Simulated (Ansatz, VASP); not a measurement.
# B: VASP beside Ansatz

The input INCAR:

```
SYSTEM = B
PREC = Accurate
ENCUT = 520
EDIFF = 1E-6
ISMEAR = -1
SIGMA = 0.1
LREAL = .FALSE.
LASPH = .TRUE.
NELM = 80
ALGO = Normal
ISIF = 2
LWAVE = .FALSE.
LCHARG = .FALSE.
GGA = PS
NBANDS = 14
```

The input KPOINTS:

```
regular mesh
0
G
  23 23 3
  0 0 0
```

File POSCAR:

```
B
1.0
    1.7756600250      0.0000000000      0.0000000000
   -0.8878300125      1.5377666901      0.0000000000
    0.0000000000      0.0000000000     14.8890098589
B
4
Direct
    0.0000000000      0.0000000000      0.0000000000
    0.0000000000      0.0000000000      0.5000000000
    0.3333333333      0.6666666667      0.2500000000
    0.6666666667      0.3333333333      0.7500000000
```

Input for Ansatz:

```yaml
crystal:
  lattice:
    - [1.775660025, 0.0, 0.0]
    - [-0.8878300125, 1.5377666901, 0.0]
    - [0.0, 0.0, 14.8890098589]
  atoms:
    - { symbol: B, position: [0.0, 0.0, 0.0] }
    - { symbol: B, position: [0.0, 0.0, 0.5] }
    - { symbol: B, position: [0.3333333333, 0.6666666667, 0.25] }
    - { symbol: B, position: [0.6666666667, 0.3333333333, 0.75] }
hamiltonian:
  xc: pbesol
  pseudopotentials:
    kind: paw
    azcp:
      B: "pseudopotentials/B.paw.azcp"
basis:
  ecutwfc: 420
  fft_grid_basis: typed
kpoints:
  mp_grid: { grid: [23, 23, 3], shift: [0, 0, 0] }
magnetization:
  spin_polarized: false
scf:
  occupations: { method: fermi_dirac, width: 0.1 }
  lower_state_search: "off"
output:
  stress: true
```

Alike in both runs: task single point; functional PBEsol; k mesh 23 × 23 × 3; occupations fermi-dirac, width 0.1 eV; no spin polarisation.

|  | VASP | Ansatz |
| --- | --- | --- |
| version | VASP 6.6.1 | Ansatz 0.2.0 |
| potentials or method | VASP PAW PBE potentials, release 64 (B), cutoff 520 eV | plane waves (420 eV) with PAW, scalar-relativistic |
| valence electrons in the cell | 12 | 12 |

Ansatz gave:

| Property | Result |
| --- | --- |
| pressure (GPa) | -18.2 |
| traceless stress, the component that is largest in VASP (GPa) | 17.03 |

Task: What did VASP give for the same quantities?

Result: Pressure (GPa): -18.1; traceless stress, the component that is largest in VASP (GPa): 16.89.

VASP's potentials were made for PBE, not for PBEsol, and Ansatz warns of the same on its side.
